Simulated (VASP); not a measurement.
BN, 2 atoms in the cell. Symmetry: F-43m, No. 216, cubic system. The conventional cell has a = 3.606 Å, b = 3.606 Å, c = 3.606 Å, α = 90.00°, β = 90.00°, γ = 90.00°. B (site symmetry -43m) has 4 N at 1.56 Å within 2.1 Å. Within 2.1 Å of N (site symmetry -43m) lie 4 B at 1.56 Å. 

| Item | Value |
| --- | --- |
| Program | VASP 6.6.1 |
| Task | relaxation of cell and atoms |
| Functional | PBEsol |
| Potentials or basis | VASP PAW PBE potentials, release 64 (B, N) |
| Cutoff | 600 eV |
| k mesh | 12 × 12 × 12 |
| Occupations | gaussian, width 0.01 eV |
| Spin | no spin polarisation |
| Target pressure | 50 GPa |
| Dipole correction | no |
| Further INCAR settings | ALGO = Normal; EDIFF = 1e-06; IBRION = 2; EDIFFG = -0.001; NSW = 80; ISIF = 3 |

Potentials or basis: VASP PAW PBE potentials, release 64 (B, N).

Launch:

```sh
$ cat potpaw_PBE.64/B/POTCAR potpaw_PBE.64/N/POTCAR > POTCAR
$ mpirun -np 1 vasp_std > vasp.out
```

Hardware: 1 thread of Intel Xeon 8259CL, with other jobs on the host.

**Question.** How long does it take, and how much memory?

**Answer.** Run time: 37 s on 1 thread of Intel Xeon 8259CL, on a shared host, peak memory 0.12 GiB. Counts: scf iterations 44, k points 72, ion steps 7.
